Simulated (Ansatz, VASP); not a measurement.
**One calculation of SiC, two programs**

```
Si C
1.0
     3.04247    0.00000    0.00000
    -1.52123    2.63485    0.00000
     0.00000    0.00000    4.99428
Si C
2 2
Direct
  0.33333 0.66667 0.49960
  0.66667 0.33333 0.99960
  0.33333 0.66667 0.87540
  0.66667 0.33333 0.37540
```

Alike in both runs: task single point; functional PBE; k mesh 12 × 12 × 7; occupations fermi-dirac, width 0.05 eV; no spin polarisation.

|  | VASP | Ansatz |
| --- | --- | --- |
| version | VASP 6.6.1 | Ansatz 0.2.0 |
| potentials or method | VASP PAW PBE potentials, release 64 (Si, C), cutoff 520 eV | all-electron LAPW, scalar-relativistic |

Ansatz gave:

```
gap on the k mesh at the Fermi level (eV) : 2.22
least direct gap on the mesh (eV)         : 4.04
```

Q: Estimate VASP's values.

A: gap on the k mesh at the Fermi level (eV): 2.21; least direct gap on the mesh (eV): 4.04.

Ansatz ran all-electron here, and VASP with PAW potentials.
